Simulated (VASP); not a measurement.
# AlNi (Pm-3m) in VASP: a series of runs

Runs on AlNi. Level: PBEsol. Tasks: single point, relaxation of cell and atoms.

Everything below comes from runs of VASP 6.6.1. Logs are shortened: lines on timing, memory, paths and dates and some standing lists are left out, and cuts for length are marked.

## Step 1: The cell of the first run

It takes space group Pm-3m (No. 221, cubic). Conventional cell: a = 2.862 Å, b = 2.862 Å, c = 2.862 Å, α = 90.00°, β = 90.00°, γ = 90.00°. Within 3.3 Å of Al (site symmetry m-3m) lie 8 Ni at 2.48 Å and 6 Al at 2.86 Å. Ni (site symmetry m-3m) has 8 Al at 2.48 Å and 6 Ni at 2.86 Å within 3.3 Å.

## Step 2: Single point, PBEsol

INCAR reads:

```
SYSTEM = AlNi
PREC = Accurate
ENCUT = 600
EDIFF = 1E-6
ISMEAR = 1
SIGMA = 0.1
LREAL = .False.
LASPH = .True.
NELM = 120
ALGO = Normal
ISIF = 2
LWAVE = .False.
LCHARG = .True.
GGA = PS
LELF = .True.
LVHAR = .True.
NBANDS = 14
GGA_COMPAT = .False.
```

KPOINTS reads:

```
Automatic mesh
0
Gamma
  16 16 16
  0 0 0
```

POSCAR reads:

```
AlNi
1.0
    2.8618528280      0.0000000000      0.0000000000
    0.0000000000      2.8618528280      0.0000000000
    0.0000000000      0.0000000000      2.8618528280
Al Ni
1 1
Direct
    0.0000000000      0.0000000000      0.0000000000
    0.5000000000      0.5000000000      0.5000000000
```

Potentials or basis: VASP PAW PBE potentials, release 64 (Al, Ni).

Launch:

```bash
> cat potpaw_PBE.64/Al/POTCAR potpaw_PBE.64/Ni/POTCAR > POTCAR
> mpirun -np 1 vasp_std > vasp.out
```

OUTCAR:

```text
SYSTEM = AlNi
   PREC = Accurate
   ENCUT = 600
   EDIFF = 1E-6
   ISMEAR = 1
   LREAL = .False.
   LASPH = .True.
   NELM = 120
   ISIF = 2
   GGA = PS

 ion  position               nearest neighbor table
   1  0.000  0.000  0.000-   2 2.48   2 2.48   2 2.48   2 2.48   2 2.48   2 2.48   2 2.48   2 2.48

   2  0.500  0.500  0.500-   1 2.48   1 2.48   1 2.48   1 2.48   1 2.48   1 2.48   1 2.48   1 2.48

  LATTYP: Found a simple cubic cell.
 ALAT       =     2.8618528280

  Lattice vectors:

 A1 = (   2.8618528280,   0.0000000000,   0.0000000000)
 A2 = (   0.0000000000,   2.8618528280,   0.0000000000)
 A3 = (   0.0000000000,   0.0000000000,   2.8618528280)

Analysis of symmetry for initial positions (statically):
=====================================================================
 Subroutine PRICEL returns:
 Original cell was already a primitive cell.

 Routine SETGRP: Setting up the symmetry group for a
 simple cubic supercell.

 Subroutine GETGRP returns: Found 48 space group operations
 (whereof 48 operations were pure point group operations)
 out of a pool of 48 trial point group operations.

The static configuration has the point symmetry O_h .

Analysis of symmetry for dynamics (positions and initial velocities):
=====================================================================
 Subroutine PRICEL returns:
 Original cell was already a primitive cell.

 Routine SETGRP: Setting up the symmetry group for a
 simple cubic supercell.

 Subroutine GETGRP returns: Found 48 space group operations
 (whereof 48 operations were pure point group operations)
 out of a pool of 48 trial point group operations.

The dynamic configuration has the point symmetry O_h .

 Subroutine INISYM returns: Found 48 space group operations
 (whereof 48 operations are pure point group operations),
 and found     1 'primitive' translations

----------------------------------------------------------------------------------------

                                     Primitive cell

  volume of cell :      23.4392

  direct lattice vectors                    reciprocal lattice vectors
     2.861852828  0.000000000  0.000000000     0.349423978  0.000000000  0.000000000
     0.000000000  2.861852828  0.000000000     0.000000000  0.349423978  0.000000000
     0.000000000  0.000000000  2.861852828     0.000000000  0.000000000  0.349423978

  length of vectors
     2.861852828  2.861852828  2.861852828     0.349423978  0.349423978  0.349423978

  position of ions in fractional coordinates (direct lattice)
     0.000000000  0.000000000  0.000000000
     0.500000000  0.500000000  0.500000000

  ion indices of the primitive-cell ions
   primitive index   ion index
                 1           1
                 2           2

----------------------------------------------------------------------------------------

 KPOINTS: Automatic mesh

Automatic generation of k-mesh.
 Grid dimensions read from file:
 generate k-points for:   16   16   16

 Generating k-lattice:

  Cartesian coordinates                     Fractional coordinates (reciprocal lattice)
     0.021838999  0.000000000  0.000000000     0.062500000  0.000000000  0.000000000
     0.000000000  0.021838999  0.000000000     0.000000000  0.062500000  0.000000000
     0.000000000  0.000000000  0.021838999     0.000000000  0.000000000  0.062500000

  Length of vectors
     0.021838999  0.021838999  0.021838999

  Shift w.r.t. Gamma in fractional coordinates (k-lattice)
     0.000000000  0.000000000  0.000000000

 Subroutine IBZKPT returns following result:
 ===========================================

 Found    165 irreducible k-points:

 Following reciprocal coordinates:
            Coordinates               Weight
  0.000000  0.000000  0.000000      1.000000
  0.062500  0.000000  0.000000      6.000000
  0.125000  0.000000  0.000000      6.000000
  0.187500  0.000000  0.000000      6.000000
  0.250000  0.000000  0.000000      6.000000
  0.312500  0.000000  0.000000      6.000000
[... 16 lines left out ...]
  0.437500  0.125000  0.000000     24.000000
  0.500000  0.125000  0.000000     12.000000
 [... further k-points ...]
   k-points           NKPTS =    165   k-points in BZ     NKDIM =    165   number of bands    NBANDS=     14
   number of dos      NEDOS =    301   number of ions     NIONS =      2
   total plane-waves  NPLWV =  13824
   dimension x,y,z NGX =    24 NGY =   24 NGZ =   24
   dimension x,y,z NGXF=    48 NGYF=   48 NGZF=   48
   ions per type =               1   1
   NGX,Y,Z   is equivalent  to a cutoff of  13.94, 13.94, 13.94 a.u.
   NGXF,Y,Z  is equivalent  to a cutoff of  27.88, 27.88, 27.88 a.u.
 SYSTEM =  AlNi
   PREC   = accura    normal or accurate (medium, high low for compatibility)
   ISTART =      0    job   : 0-new  1-cont  2-samecut
   ICHARG =      2    charge: 1-file 2-atom 10-const
   ISPIN  =      1    spin polarized calculation?
   LNONCOLLINEAR =      F non collinear calculations
   LSORBIT =      F    spin-orbit coupling
   LASPH  =      T    aspherical Exc in radial PAW
   ENCUT  =  600.0 eV  44.10 Ry    6.64 a.u.   5.72  5.72  5.72*2*pi/ulx,y,z
   NELM   =    120;   NELMIN=  2; NELMDL= -5     # of ELM steps
   EDIFF  = 0.1E-05   stopping-criterion for ELM
   LREAL  =      F    real-space projection
   EDIFFG = 0.1E-04   stopping-criterion for IOM
   NSW    =      0    number of steps for IOM
   IBRION =     -1    ionic relax: 0-MD 1-quasi-New 2-CG
   NFREE  =      0    steps in history (QN), initial steepest desc. (CG)
   ISIF   =      2    stress and relaxation
   ISYM   =      2    0-nonsym 1-usesym 2-fastsym
   POTIM  = 0.5000    time-step for ionic-motion
   TEBEG  =    0.0;   TEEND  =   0.0 temperature during run
   PSTRESS=    0.0 pullay stress
   NELECT =      13.0000    total number of electrons
   NUPDOWN=      -1.0000    fix difference up-down
   EMIN   =  10.00;   EMAX   =-10.00  energy-range for DOS
   EFERMI =   0.00;   METHOD = LEGACY
   ISMEAR =     1;   SIGMA  =   0.10  broadening in eV -4-tet -1-fermi 0-gaus
   EFERMI_NEDOS =   21; number of points for ismear=-14 and -15
   IALGO  =     38    algorithm
   IMIX   =      4    mixing-type and parameters
     AMIX     =   0.40;   BMIX     =  1.00
     AMIX_MAG =   1.60;   BMIX_MAG =  1.00
  volume/ion in A,a.u.               =      11.72        79.09
  Fermi-wavevector in a.u.,A,eV,Ry     =   1.345061  2.541797 24.615513  1.809189
  Thomas-Fermi vector in A             =   2.473004
   LORBIT       =      0    0 simple, 1 ext, 2 COOP (PROOUT), +10 PAW based schemes
   GGA     = PS    functional components
   LHFCALC =     F    Hartree Fock is set to
   AEXX    =    0.0000 exact exchange contribution
   IVDW    =     0    specifies the selected vdW correction
   LEPSILON=     F    determine dielectric tensor
   LRPA    =     F    only Hartree local field effects (RPA)
 non-spin polarized calculation
 Methfessel and Paxton  Order N= 1 SIGMA  =   0.10
  energy-cutoff  :      600.00
  volume of cell :       23.44
 maximum number of plane-waves:       804
 NGX is ok and might be reduce to    24
   NGX = 11   NGY = 11   NGZ = 11

 number of electron      13.0000011 magnetization

 Free energy of the ion-electron system (eV)
  ---------------------------------------------------
  ext. energy  EPLUGINS =         0.00000000
  ---------------------------------------------------
  free energy    TOTEN  =       -11.58689980 eV

  energy without entropy =      -11.58649246  energy(sigma->0) =      -11.58676402

 E-fermi :  10.1667     XC(G=0): -12.2633

 val. band max:       10.1662305806   @ k =   0.4375   0.4375   0.2500
 cond. band min:      10.1715783191   @ k =   0.3750   0.3125   0.1250
 fundamental gap:      0.0053477385
 Fermi energy:        10.1666684010

 k-point     1 :       0.0000    0.0000    0.0000
  band No.  band energies     occupation
      1      -1.1155      2.00000
      2       6.8319      2.00000
      3       6.8319      2.00000
      4       8.5829      2.00000
      5       8.5829      2.00000
      6       8.5829      2.00000
      7      15.7443      0.00000
      8      15.7443      0.00000
      9      15.7443      0.00000
     10      18.3743      0.00000
     11      18.3743      0.00000
     12      24.2522      0.00000
     13      31.2957      0.00000
     14      31.2957      0.00000

 k-point     2 :       0.0625    0.0000    0.0000
  band No.  band energies     occupation
      1      -1.0425      2.00000
      2       6.8273      2.00000
      3       6.8494      2.00000
      4       8.5505      2.00000
      5       8.5505      2.00000
      6       8.5864      2.00000
      7      14.9436      0.00000
      8      15.8409      0.00000
      9      15.8409      0.00000
     10      18.3774      0.00000
     11      19.1055      0.00000
     12      24.5026      0.00000
     13      30.4269      0.00000
     14      30.4269      0.00000

 k-point     3 :       0.1250    0.0000    0.0000
  band No.  band energies     occupation
      1      -0.8242      2.00000
      2       6.7994      2.00000
      3       6.8998      2.00000
      4       8.4609      2.00000
      5       8.4609      2.00000
      6       8.5962      2.00000
      7      13.5478      0.00000
      8      16.1236      0.00000
      9      16.1236      0.00000
     10      18.3867      0.00000
     11      20.2599      0.00000
     12      25.2953      0.00000
     13      28.9232      0.00000
     14      28.9232      0.00000
[... 324 lines left out ...]
 k-point    23 :       0.4375    0.1250    0.0000
  band No.  band energies     occupation
      1       2.5252      2.00000
      2       4.4149      2.00000
      3       7.3524      2.00000
      4       7.8123      2.00000
      5       7.9070      2.00000
      6       8.5671      2.00000
      7       9.5730      2.00000
      8      16.7322      0.00000
      9      18.5925      0.00000
     10      19.9620      0.00000
     11      21.6237      0.00000
     12      22.2135      0.00000
     13      25.5607      0.00000
     14      26.4905      0.00000

 k-point    24 :       0.5000    0.1250    0.0000
  band No.  band energies     occupation
      1       3.3550      2.00000
      2       3.5524      2.00000
      3       7.3828      2.00000
      4       7.7889      2.00000
      5       7.8836      2.00000
      6       8.5711      2.00000
      7       9.5019      2.00000
      8      17.1896      0.00000
      9      18.1441      0.00000
     10      20.6993      0.00000
     11      21.3826      0.00000
     12      21.5632      0.00000
     13      25.7485      0.00000
     14      26.3947      0.00000

 [... further k-points ...]

------------------------ aborting loop because EDIFF is reached ----------------------------------------

  FORCE on cell =-STRESS in cart. coord.  units (eV):
  Direction    XX          YY          ZZ          XY          YZ          ZX
  --------------------------------------------------------------------------------------
  -------------------------------------------------------------------------------------
  Total        0.0276446      0.0276446      0.0276446      0.0000000     -0.0000000      0.0000000
  in kB        1.8896377      1.8896377      1.8896377      0.0000000     -0.0000000      0.0000000
  external PRESSURE =       1.8896377 kB  Pullay stress =       0.0000000 kB

 VOLUME and BASIS-vectors are now :
 -----------------------------------------------------------------------------
  energy-cutoff  :      600.00
  volume of cell :       23.44
      direct lattice vectors                 reciprocal lattice vectors
     2.861852828  0.000000000  0.000000000     0.349423978  0.000000000  0.000000000
     0.000000000  2.861852828  0.000000000     0.000000000  0.349423978  0.000000000
     0.000000000  0.000000000  2.861852828     0.000000000  0.000000000  0.349423978

 POSITION                                       TOTAL-FORCE (eV/Angst)
 -----------------------------------------------------------------------------------
      0.00000      0.00000      0.00000         0.000000      0.000000      0.000000
      1.43093      1.43093      1.43093         0.000000      0.000000      0.000000
 -----------------------------------------------------------------------------------
    total drift:                                0.000000      0.000000     -0.000000

  FREE ENERGIE OF THE ION-ELECTRON SYSTEM (eV)
  ---------------------------------------------------
  free  energy   TOTEN  =       -11.5868998038 eV

  energy  without entropy=      -11.5864924563  energy(sigma->0) =      -11.58676402
```

Wall time 60 s (1 thread of Intel Xeon 8259CL, shared host); peak memory 0.19 GiB.

Results:

```yaml
Free_energy: -11.5869 eV
Pressure: 0.2 GPa
Band_gap_on_the_k_mesh: zero (an odd number of electrons rules out a gap without spin polarisation)
```

Caveat: the PAW data sets were made with another functional, which shifts forces and pressure a little. Spin polarisation is off, so any magnetic state and its effect on volume and gap are missing.

## Step 3: Relaxation of cell and atoms, PBEsol

This run uses another cell than the first one, of 11.96 Å³/atom.

INCAR reads:

```
PREC = Accurate
ENCUT = 600
EDIFF = 1E-7
ISMEAR = 1
SIGMA = 0.1
LREAL = False
LASPH = True
NELM = 120
ALGO = Normal
ISIF = 3
LWAVE = False
LCHARG = False
GGA = PS
IBRION = 2
NSW = 80
EDIFFG = -0.01
GGA_COMPAT = False
NELMIN = 4
```

KPOINTS reads:

```
Automatic mesh
0
Gamma
  16 16 16
```

POSCAR reads:

```
AlNi
1.0
    2.8810000000      0.0000000000      0.0000000000
    0.0000000000      2.8810000000      0.0000000000
    0.0000000000      0.0000000000      2.8810000000
Al Ni
1 1
Direct
    0.0000000000      0.0000000000      0.0000000000
    0.5000000000      0.5000000000      0.5000000000
```

Potentials or basis: VASP PAW PBE potentials, release 64 (Al, Ni).

Launch:

```bash
> cat potpaw_PBE.64/Al/POTCAR potpaw_PBE.64/Ni/POTCAR > POTCAR
> mpirun -np 1 vasp_std > vasp.out
```

OUTCAR:

```text
PREC = Accurate
   ENCUT = 600
   EDIFF = 1E-7
   ISMEAR = 1
   LREAL = False
   LASPH = True
   NELM = 120
   ISIF = 3
   GGA = PS
   IBRION = 2
   NSW = 80
   EDIFFG = -0.01
   NELMIN = 4

 ion  position               nearest neighbor table
   1  0.000  0.000  0.000-   2 2.50   2 2.50   2 2.50   2 2.50   2 2.50   2 2.50   2 2.50   2 2.50

   2  0.500  0.500  0.500-   1 2.50   1 2.50   1 2.50   1 2.50   1 2.50   1 2.50   1 2.50   1 2.50

  LATTYP: Found a simple cubic cell.
 ALAT       =     2.8810000000

  Lattice vectors:

 A1 = (   2.8810000000,   0.0000000000,   0.0000000000)
 A2 = (   0.0000000000,   2.8810000000,   0.0000000000)
 A3 = (   0.0000000000,   0.0000000000,   2.8810000000)

Analysis of symmetry for initial positions (statically):
=====================================================================
 Subroutine PRICEL returns:
 Original cell was already a primitive cell.
[... 184 lines left out ...]
      2       6.6640      2.00000
      3       6.6640      2.00000
      4       8.3592      2.00000
      5       8.3592      2.00000
      6       8.3592      2.00000
      7      15.3933      0.00000
      8      15.3933      0.00000
      9      15.3933      0.00000
     10      18.0436      0.00000
[... 370 lines left out ...]
--------------------------------------- Ionic step        3  -------------------------------------------

 number of electron      13.0000011 magnetization

 Free energy of the ion-electron system (eV)
  ---------------------------------------------------
  ext. energy  EPLUGINS =         0.00000000
  ---------------------------------------------------
  free energy    TOTEN  =       -11.58706418 eV

  energy without entropy =      -11.58665738  energy(sigma->0) =      -11.58692858

 E-fermi :  10.1560     XC(G=0): -12.2594

 val. band max:       10.1559427157   @ k =   0.4375   0.4375   0.2500
 cond. band min:      10.1608572705   @ k =   0.3750   0.3125   0.1250
 fundamental gap:      0.0049145547
 Fermi energy:        10.1560185185

 k-point     1 :       0.0000    0.0000    0.0000
  band No.  band energies     occupation
      1      -1.1203      2.00000
      2       6.8252      2.00000
      3       6.8252      2.00000
      4       8.5739      2.00000
      5       8.5739      2.00000
      6       8.5739      2.00000
      7      15.7301      0.00000
      8      15.7301      0.00000
      9      15.7301      0.00000
     10      18.3609      0.00000
[... 328 lines left out ...]
  FREE ENERGIE OF THE ION-ELECTRON SYSTEM (eV)
  ---------------------------------------------------
  free  energy   TOTEN  =       -11.5870641847 eV

  energy  without entropy=      -11.5866573835  energy(sigma->0) =      -11.58692858

 reached required accuracy - stopping structural energy minimisation
```

OSZICAR:

```text
N       E                     dE             d eps       ncg     rms          rms(c)
DAV:   1     0.418858628751E+02    0.41886E+02   -0.62595E+03  3324   0.153E+03
[... 28 lines left out ...]
DAV:   3    -0.115889526476E+02    0.12626E+00   -0.91296E-01  3732   0.166E+01    0.384E-01
DAV:   4    -0.115870898460E+02    0.18628E-02   -0.61448E-03  3540   0.105E+00    0.628E-02
DAV:   5    -0.115870592933E+02    0.30553E-04   -0.18694E-04  5014   0.147E-01    0.238E-02
DAV:   6    -0.115870634567E+02   -0.41634E-05   -0.64931E-06  3478   0.304E-02    0.590E-03
DAV:   7    -0.115870640200E+02   -0.56335E-06   -0.21234E-07  2940   0.647E-03    0.192E-03
DAV:   8    -0.115870641869E+02   -0.16686E-06   -0.51990E-08  1658   0.322E-03    0.251E-04
DAV:   9    -0.115870641847E+02    0.22164E-08   -0.89356E-09  1658   0.100E-03
   3 F= -.11587064E+02 E0= -.11586929E+02  d E =-.461243E-02
```

Wall time 88 s (1 thread of Intel Xeon 8259CL, shared host); peak memory 0.19 GiB.

What came out:

```yaml
Free_energy: -11.5871 eV
Relaxed_volume: 11.73 Å³/atom
Relaxed_cell: a = 2.863 Å, b = 2.863 Å, c = 2.863 Å, α = 90.00°, β = 90.00°, γ = 90.00°
Space_group_after_relaxing_to_0.1_Å: Pm-3m (No. 221)
Energy_gained_by_relaxing: 2.3 meV/atom
Ionic_steps: 3
Pressure_after_relaxing: 0.0 GPa
Band_gap_on_the_k_mesh: zero (an odd number of electrons rules out a gap without spin polarisation)
```

The path:
```tsv
step	energy change (eV)	largest force (eV/Å)	pressure (GPa)	volume (Å³)
1	0.0000	0.0000	-3.19	23.91
2	-0.0016	0.0000	2.75	23.10
3	-0.0046	0.0000	0.00	23.46
```

Final structure:
```
CELL_PARAMETERS angstrom
2.86262 0.00000 0.00000
0.00000 2.86262 0.00000
0.00000 0.00000 2.86262
ATOMIC_POSITIONS crystal
Al 0.00000 0.00000 0.00000
Ni 0.50000 0.50000 0.50000
```

Caveat: the PAW data sets were made with another functional, which shifts forces and pressure a little.
